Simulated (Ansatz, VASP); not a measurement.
**Two plane-wave programs on NaI**

File POSCAR:

```
NaI
1.0
    0.0000000000      3.1867652621      3.1867652621
    3.1867652621      0.0000000000      3.1867652621
    3.1867652621      3.1867652621      0.0000000000
Na I
1 1
Direct
    0.0000000000      0.0000000000      0.0000000000
    0.5000000000      0.5000000000      0.5000000000
```

INCAR.step1

```
  PREC = Accurate
  ENCUT = 520
  ISMEAR = 0
  SIGMA = 0.01
  LREAL = False
  LASPH = True
  NELM = 60
  NBANDS = 14
  GGA = PE
  ALGO = Normal
  EDIFF = 1E-4
  LWAVE = True
  LCHARG = False
```

File INCAR.step2:

```
  PREC = Accurate
  ENCUT = 520
  EDIFF = 1E-6
  ISMEAR = 0
  SIGMA = 0.01
  LREAL = False
  LASPH = True
  NELM = 60
  ALGO = Normal
  ISIF = 2
  LWAVE = False
  LCHARG = True
  METAGGA = R2SCAN
  LMIXTAU = True
  LELF = True
  LVHAR = True
  NBANDS = 14
  ISTART = 1
```

The input KPOINTS:

```
Automatic mesh
0
Gamma
  8 8 8
```

Input for Ansatz:

```yaml
crystal:
  lattice:
    - [0.0, 3.1867652621, 3.1867652621]
    - [3.1867652621, 0.0, 3.1867652621]
    - [3.1867652621, 3.1867652621, 0.0]
  atoms:
    - { symbol: Na, position: [0.0, 0.0, 0.0] }
    - { symbol: I, position: [0.5, 0.5, 0.5] }
kpoints:
  mp_grid: { grid: [8, 8, 8] }
  band_path:
    path:
      - [0.0, 0.0, 0.0]
      - [0.5, 0.0, 0.5]
      - [0.625, 0.25, 0.625]
      - [0.375, 0.375, 0.75]
      - [0.5, 0.5, 0.5]
      - [0.5, 0.25, 0.75]
    npoints: 1
hamiltonian:
  xc: r2scan
scf:
  occupations: { method: fixed }
  n_extra_bands: 4
output:
  forces: true
  stress: true
  eigenvalues: true
```

Change from the starting cell: hydrostatic strain -1.3%.

Alike in both runs: task single point; functional r2SCAN; k mesh 8 × 8 × 8; no spin polarisation.

```csv
,VASP,Ansatz
version,VASP 6.6.1,Ansatz 0.2.0
potentials or method,"VASP PAW PBE potentials, release 64 (Na_pv, I)","plane waves, PAW"
plane-wave cutoff (eV),520,500
occupations,"gaussian, width 0.01 eV",fixed
valence electrons in the cell,14,26
```

|  | VASP | Ansatz | Ansatz less VASP |
| --- | --- | --- | --- |
| gap on the k mesh at the Fermi level (eV) | 4.59 | 4.58 | -0.009 |
| pressure (GPa) | 0.7 | 0.8 | +0.10 |

VASP's potentials were made for PBE, not for r2SCAN. VASP's potentials hold 14 valence electrons a cell and Ansatz's 26, so a difference there can come from the potentials and not from the codes.

Spin-orbit coupling is off throughout.
